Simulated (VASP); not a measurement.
# Be3N2 (R3m) in VASP: single point with LDA

Aim: the single point of Be3N2 with LDA.

Everything below comes from runs of VASP 6.6.1. Logs are shortened: lines on timing, memory, paths and dates and some standing lists are left out, and cuts for length are marked.

**1. The cell of the first run**

The structure is trigonal, space group R3m (No. 160). The conventional cell has a = 2.810 Å, b = 2.810 Å, c = 14.400 Å, α = 90.00°, β = 90.00°, γ = 120.00°. Within 2.2 Å of Be (site symmetry 3m) lie 4 N at 1.63 to 2.16 Å and 3 Be at 2.20 Å. Be (site symmetry 3m) has 4 N at 1.64 to 1.82 Å and 3 Be at 2.21 Å within 2.3 Å. Be (site symmetry 3m) has 4 N at 1.66 to 1.76 Å and 6 Be at 2.20 to 2.21 Å within 2.3 Å. Within 2.2 Å of N (site symmetry 3m) lie 5 Be at 1.63 to 1.66 Å. N (site symmetry 3m) has 7 Be at 1.76 to 2.16 Å within 2.3 Å.

**2. Single point, LDA**

Contents of INCAR:

```
PREC = Accurate
ENCUT = 520
EDIFF = 1E-6
ISMEAR = -1
SIGMA = 0.05
LREAL = F
LASPH = T
NELM = 80
ALGO = Normal
ISIF = 2
LWAVE = F
LCHARG = F
NBANDS = 16
```

Contents of KPOINTS:

```
Automatic mesh
0
Gamma
  19 19 19
```

Contents of POSCAR:

```
Be3N2
1.0
    1.4048830570      0.8111096111      4.8000294343
   -1.4048830570      0.8111096111      4.8000294343
    0.0000000000     -1.6222192223      4.8000294343
Be N
3 2
Direct
    0.8584598181      0.8584598181      0.8584598181
    0.3178167968      0.3178167968      0.3178167968
    0.0888970066      0.0888970066      0.0888970066
    0.2042221177      0.2042221177      0.2042221177
    0.7087052608      0.7087052608      0.7087052608
```

Potentials or basis: VASP PAW LDA potentials, release 64 (Be, N).

Run with:

```bash
$ cat potpaw_LDA.64/Be/POTCAR potpaw_LDA.64/N/POTCAR > POTCAR
$ mpirun -np 1 vasp_std > vasp.out
```

OUTCAR:

```text
PREC = Accurate
   ENCUT = 520
   EDIFF = 1E-6
   ISMEAR = -1
   LREAL = F
   LASPH = T
   NELM = 80
   ISIF = 2

 ion  position               nearest neighbor table
   1  0.858  0.858  0.858-   4 1.63   4 1.63   4 1.63   3 2.20   3 2.20   3 2.20
   2  0.318  0.318  0.318-   4 1.64   5 1.82   5 1.82   5 1.82   3 2.21   3 2.21   3 2.21
   3  0.089  0.089  0.089-   4 1.66   5 1.76   5 1.76   5 1.76   1 2.20   1 2.20   1 2.20   2 2.21
                             2 2.21   2 2.21
   4  0.204  0.204  0.204-   1 1.63   1 1.63   1 1.63   2 1.64   3 1.66
   5  0.709  0.709  0.709-   3 1.76   3 1.76   3 1.76   2 1.82   2 1.82   2 1.82

  LATTYP: Found a trigonal (rhomboedric) cell.
 ALAT       =     5.0667423237
 COS(alpha) =     0.8462366936

  Lattice vectors:

 A1 = (   1.4048830570,   0.8111096111,   4.8000294343)
 A2 = (  -1.4048830570,   0.8111096111,   4.8000294343)
 A3 = (   0.0000000000,  -1.6222192223,   4.8000294343)

Analysis of symmetry for initial positions (statically):
=====================================================================
 Subroutine PRICEL returns:
 Original cell was already a primitive cell.

 Routine SETGRP: Setting up the symmetry group for a
 trigonal (rhombohedral) supercell.

 Subroutine GETGRP returns: Found  6 space group operations
 (whereof  6 operations were pure point group operations)
 out of a pool of 12 trial point group operations.

The static configuration has the point symmetry C_3v.

Analysis of symmetry for dynamics (positions and initial velocities):
=====================================================================
 Subroutine PRICEL returns:
 Original cell was already a primitive cell.

 Routine SETGRP: Setting up the symmetry group for a
 trigonal (rhombohedral) supercell.

 Subroutine GETGRP returns: Found  6 space group operations
 (whereof  6 operations were pure point group operations)
 out of a pool of 12 trial point group operations.

The dynamic configuration has the point symmetry C_3v.

 Subroutine INISYM returns: Found  6 space group operations
 (whereof  6 operations are pure point group operations),
 and found     1 'primitive' translations

----------------------------------------------------------------------------------------

                                     Primitive cell

  volume of cell :      32.8182

  direct lattice vectors                    reciprocal lattice vectors
     1.404883057  0.811109611  4.800029434     0.355901509  0.205479832  0.069444019
    -1.404883057  0.811109611  4.800029434    -0.355901509  0.205479832  0.069444019
     0.000000000 -1.622219222  4.800029434     0.000000000 -0.410959664  0.069444019

  length of vectors
     5.066742324  5.066742324  5.066742324     0.416785697  0.416785697  0.416785697

  position of ions in fractional coordinates (direct lattice)
     0.858459818  0.858459818  0.858459818
     0.317816797  0.317816797  0.317816797
     0.088897007  0.088897007  0.088897007
     0.204222118  0.204222118  0.204222118
     0.708705261  0.708705261  0.708705261

  ion indices of the primitive-cell ions
   primitive index   ion index
                 1           1
                 2           2
                 3           3
                 4           4
                 5           5

----------------------------------------------------------------------------------------

 KPOINTS: Automatic mesh

Automatic generation of k-mesh.
 Grid dimensions read from file:
 generate k-points for:   19   19   19

 Generating k-lattice:

  Cartesian coordinates                     Fractional coordinates (reciprocal lattice)
     0.018731658  0.010814728  0.003654948     0.052631579  0.000000000  0.000000000
    -0.018731658  0.010814728  0.003654948     0.000000000  0.052631579  0.000000000
     0.000000000 -0.021629456  0.003654948     0.000000000  0.000000000  0.052631579

  Length of vectors
     0.021936089  0.021936089  0.021936089

  Shift w.r.t. Gamma in fractional coordinates (k-lattice)
     0.000000000  0.000000000  0.000000000

 Subroutine IBZKPT returns following result:
 ===========================================

 Found    670 irreducible k-points:

 Following reciprocal coordinates:
            Coordinates               Weight
  0.000000  0.000000  0.000000      1.000000
  0.052632  0.000000  0.000000      6.000000
  0.105263  0.000000  0.000000      6.000000
  0.157895 -0.000000  0.000000      6.000000
  0.210526  0.000000  0.000000      6.000000
  0.263158  0.000000  0.000000      6.000000
[... 16 lines left out ...]
 -0.315789  0.052632 -0.000000     12.000000
 -0.263158  0.052632 -0.000000     12.000000
 [... further k-points ...]
   k-points           NKPTS =    670   k-points in BZ     NKDIM =    670   number of bands    NBANDS=     16
   number of dos      NEDOS =    301   number of ions     NIONS =      5
   total plane-waves  NPLWV =  64000
   dimension x,y,z NGX =    40 NGY =   40 NGZ =   40
   dimension x,y,z NGXF=    80 NGYF=   80 NGZF=   80
   ions per type =               3   2
   NGX,Y,Z   is equivalent  to a cutoff of  13.12, 13.12, 13.12 a.u.
   NGXF,Y,Z  is equivalent  to a cutoff of  26.25, 26.25, 26.25 a.u.
 SYSTEM =  unknown system
   PREC   = accura    normal or accurate (medium, high low for compatibility)
   ISTART =      0    job   : 0-new  1-cont  2-samecut
   ICHARG =      2    charge: 1-file 2-atom 10-const
   ISPIN  =      1    spin polarized calculation?
   LNONCOLLINEAR =      F non collinear calculations
   LSORBIT =      F    spin-orbit coupling
   LASPH  =      T    aspherical Exc in radial PAW
   ENCUT  =  520.0 eV  38.22 Ry    6.18 a.u.   9.42  9.42  9.42*2*pi/ulx,y,z
   NELM   =     80;   NELMIN=  2; NELMDL= -5     # of ELM steps
   EDIFF  = 0.1E-05   stopping-criterion for ELM
   LREAL  =      F    real-space projection
   EDIFFG = 0.1E-04   stopping-criterion for IOM
   NSW    =      0    number of steps for IOM
   IBRION =     -1    ionic relax: 0-MD 1-quasi-New 2-CG
   NFREE  =      0    steps in history (QN), initial steepest desc. (CG)
   ISIF   =      2    stress and relaxation
   ISYM   =      2    0-nonsym 1-usesym 2-fastsym
   POTIM  = 0.5000    time-step for ionic-motion
   TEBEG  =    0.0;   TEEND  =   0.0 temperature during run
   PSTRESS=    0.0 pullay stress
   NELECT =      16.0000    total number of electrons
   NUPDOWN=      -1.0000    fix difference up-down
   EMIN   =  10.00;   EMAX   =-10.00  energy-range for DOS
   EFERMI =   0.00;   METHOD = LEGACY
   ISMEAR =    -1;   SIGMA  =   0.05  broadening in eV -4-tet -1-fermi 0-gaus
   EFERMI_NEDOS =   21; number of points for ismear=-14 and -15
   IALGO  =     38    algorithm
   IMIX   =      4    mixing-type and parameters
     AMIX     =   0.40;   BMIX     =  1.00
     AMIX_MAG =   1.60;   BMIX_MAG =  1.00
  volume/ion in A,a.u.               =       6.56        44.29
  Fermi-wavevector in a.u.,A,eV,Ry     =   1.288477  2.434868 22.588010  1.660172
  Thomas-Fermi vector in A             =   2.420428
   LORBIT       =      0    0 simple, 1 ext, 2 COOP (PROOUT), +10 PAW based schemes
   GGA     = CA    functional components
   LHFCALC =     F    Hartree Fock is set to
   AEXX    =    0.0000 exact exchange contribution
   IVDW    =     0    specifies the selected vdW correction
   LEPSILON=     F    determine dielectric tensor
   LRPA    =     F    only Hartree local field effects (RPA)
 non-spin polarized calculation
  energy-cutoff  :      520.00
  volume of cell :       32.82
 maximum number of plane-waves:       900
 NGX is ok and might be reduce to    40
   NGX = 19   NGY = 19   NGZ = 19

 number of electron      16.0000000 magnetization

 Free energy of the ion-electron system (eV)
  ---------------------------------------------------
  ext. energy  EPLUGINS =         0.00000000
  ---------------------------------------------------
  free energy    TOTEN  =       -36.72386840 eV

  energy without entropy =      -36.72386840  energy(sigma->0) =      -36.72386840

 E-fermi :   6.9832     XC(G=0): -11.7428

 val. band max:        6.0133038921   @ k =   0.0000   0.0000   0.0000
 cond. band min:       8.7827847495   @ k =  -0.4737  -0.4737   0.0526
 fundamental gap:      2.7694808573
 Fermi energy:         6.9831520733

 k-point     1 :       0.0000    0.0000    0.0000
  band No.  band energies     occupation
      1     -10.5068      2.00000
      2      -8.1657      2.00000
      3      -1.8104      2.00000
      4       4.7325      2.00000
      5       4.7325      2.00000
      6       5.5476      2.00000
[... 8 lines left out ...]
     15      17.6749      0.00000
     16      18.6996      0.00000

 k-point     2 :       0.0526    0.0000    0.0000
  band No.  band energies     occupation
      1     -10.4654      2.00000
      2      -8.1413      2.00000
      3      -1.7577      2.00000
      4       4.5204      2.00000
      5       4.6638      2.00000
      6       5.5250      2.00000
[... 8 lines left out ...]
     15      17.8178      0.00000
     16      19.1206      0.00000

 k-point     3 :       0.1053    0.0000    0.0000
  band No.  band energies     occupation
      1     -10.3421      2.00000
      2      -8.0699      2.00000
      3      -1.6011      2.00000
      4       3.9496      2.00000
      5       4.4738      2.00000
      6       5.2571      2.00000
[... 8 lines left out ...]
     15      18.2189      0.00000
     16      19.8439      0.00000

 k-point     4 :       0.1579   -0.0000    0.0000
  band No.  band energies     occupation
      1     -10.1396      2.00000
      2      -7.9570      2.00000
      3      -1.3454      2.00000
      4       3.1444      2.00000
      5       4.2013      2.00000
      6       4.5505      2.00000
[... 8 lines left out ...]
     15      18.7924      0.00000
     16      20.0235      0.00000

 k-point     5 :       0.2105    0.0000    0.0000
  band No.  band energies     occupation
      1      -9.8637      2.00000
      2      -7.8126      2.00000
      3      -1.0021      2.00000
      4       2.2316      2.00000
      5       3.7455      2.00000
      6       3.8920      2.00000
[... 8 lines left out ...]
     15      19.3650      0.00000
     16      19.4578      0.00000

 k-point     6 :       0.2632    0.0000    0.0000
  band No.  band energies     occupation
      1      -9.5233      2.00000
      2      -7.6540      2.00000
      3      -0.6034      2.00000
      4       1.3368      2.00000
      5       2.9340      2.00000
      6       3.5857      2.00000
[... 8 lines left out ...]
     15      19.2468      0.00000
     16      19.6799      0.00000
[... 267 lines left out ...]
 k-point    21 :      -0.4211    0.0526   -0.0000
  band No.  band energies     occupation
      1      -8.1445      2.00000
      2      -7.3908      2.00000
      3      -1.2112      2.00000
      4       0.8184      2.00000
      5       1.6919      2.00000
      6       2.7227      2.00000
[... 8 lines left out ...]
     15      19.2092      0.00000
     16      20.1172      0.00000

 k-point    22 :      -0.3684    0.0526    0.0000
  band No.  band energies     occupation
      1      -8.5070      2.00000
      2      -7.3543      2.00000
      3      -0.8149      2.00000
      4       0.9452      2.00000
      5       1.3233      2.00000
      6       2.8399      2.00000
[... 8 lines left out ...]
     15      19.1741      0.00000
     16      20.2972      0.00000

 k-point    23 :      -0.3158    0.0526   -0.0000
  band No.  band energies     occupation
      1      -8.9166      2.00000
      2      -7.4124      2.00000
      3      -0.3377      2.00000
      4       0.5961      2.00000
      5       1.7863      2.00000
      6       3.0284      2.00000
[... 8 lines left out ...]
     15      19.1600      0.00000
     16      20.2356      0.00000

 k-point    24 :      -0.2632    0.0526   -0.0000
  band No.  band energies     occupation
      1      -9.3190      2.00000
      2      -7.5389      2.00000
      3      -0.4086      2.00000
      4       0.9358      2.00000
      5       2.4631      2.00000
      6       3.2855      2.00000
[... 8 lines left out ...]
     15      19.1211      0.00000
     16      20.0979      0.00000

 [... further k-points ...]

------------------------ aborting loop because EDIFF is reached ----------------------------------------

  FORCE on cell =-STRESS in cart. coord.  units (eV):
  Direction    XX          YY          ZZ          XY          YZ          ZX
  --------------------------------------------------------------------------------------
  -------------------------------------------------------------------------------------
  Total        0.1094618      0.1094618      0.0847494      0.0000000     -0.0000000      0.0000000
  in kB        5.3439017      5.3439017      4.1374465      0.0000000     -0.0000000      0.0000000
  external PRESSURE =       4.9417500 kB  Pullay stress =       0.0000000 kB

 VOLUME and BASIS-vectors are now :
 -----------------------------------------------------------------------------
  energy-cutoff  :      520.00
  volume of cell :       32.82
      direct lattice vectors                 reciprocal lattice vectors
     1.404883057  0.811109611  4.800029434     0.355901509  0.205479832  0.069444019
    -1.404883057  0.811109611  4.800029434    -0.355901509  0.205479832  0.069444019
     0.000000000 -1.622219222  4.800029434     0.000000000 -0.410959664  0.069444019

 POSITION                                       TOTAL-FORCE (eV/Angst)
 -----------------------------------------------------------------------------------
      0.00000     -0.00000     12.36190         0.000000     -0.000000      0.008059
      0.00000     -0.00000      4.57659         0.000000      0.000000     -0.018408
      0.00000     -0.00000      1.28012         0.000000     -0.000000      0.001535
      0.00000     -0.00000      2.94082         0.000000     -0.000000      0.009482
      0.00000     -0.00000     10.20542         0.000000      0.000000     -0.000669
 -----------------------------------------------------------------------------------
    total drift:                               -0.000000      0.000000     -0.000802

  FREE ENERGIE OF THE ION-ELECTRON SYSTEM (eV)
  ---------------------------------------------------
  free  energy   TOTEN  =       -36.7238683976 eV

  energy  without entropy=      -36.7238683975  energy(sigma->0) =      -36.72386840
```

Wall time 18 min (1 thread of Oxide Virtual Turin-like, shared host); peak memory 0.39 GiB.

Results:

```
Free energy            : -36.7239 eV
Pressure               : 0.5 GPa
Largest force          : 0.018 eV/Å
Band gap on the k mesh : 2.77 eV (least direct gap 3.90 eV)
```

Forces in eV/Å, atoms in the order of the input:
```
Be   0.000  0.000  0.008
Be   0.000  0.000 -0.018
Be   0.000  0.000  0.002
N    0.000  0.000  0.009
N    0.000  0.000 -0.001
```
